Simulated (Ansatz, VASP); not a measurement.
One calculation of Al2GaP3, two programs

```xyz
6
Lattice="-1.9480 1.9480 8.2443 1.9480 -1.9480 8.2443 1.9480 1.9480 -8.2443" Properties=species:S:1:pos:R:3 pbc="T T T"
Al    0.0000    0.0000   10.9925
Al    0.0000    0.0000    5.4961
Ga    0.0000    0.0000    0.0000
P     1.9480    0.0000    6.8641
P     1.9480    0.0000    1.3802
P     0.0000    1.9480    4.1221
```

Alike in both runs: functional PBE; k mesh 6 × 6 × 6; occupations gaussian, width 0.1 eV; no spin polarisation.

Ansatz relaxed the structure, and its values are those at the end. VASP's run is a single point on that final structure, the one shown.

|  | VASP | Ansatz |
| --- | --- | --- |
| version | VASP 6.6.1 | Ansatz 0.2.0 |
| potentials or method | VASP PAW PBE potentials, release 64 (Al, Ga_d, P), cutoff 520 eV | scalar-relativistic, plane waves, PAW |
| valence electrons in the cell | 34 | 34 |

|  | VASP | Ansatz | Ansatz less VASP |
| --- | --- | --- | --- |
| gap on the k mesh at the Fermi level (eV) | 1.64 | 1.65 | +0.001 |
| least direct gap on the mesh (eV) | 1.83 | 1.83 | +0.002 |
| pressure (GPa) | 0.0 | 0.1 | +0.07 |

The functional is the same, so the differences come from potentials, cutoffs and numerics.
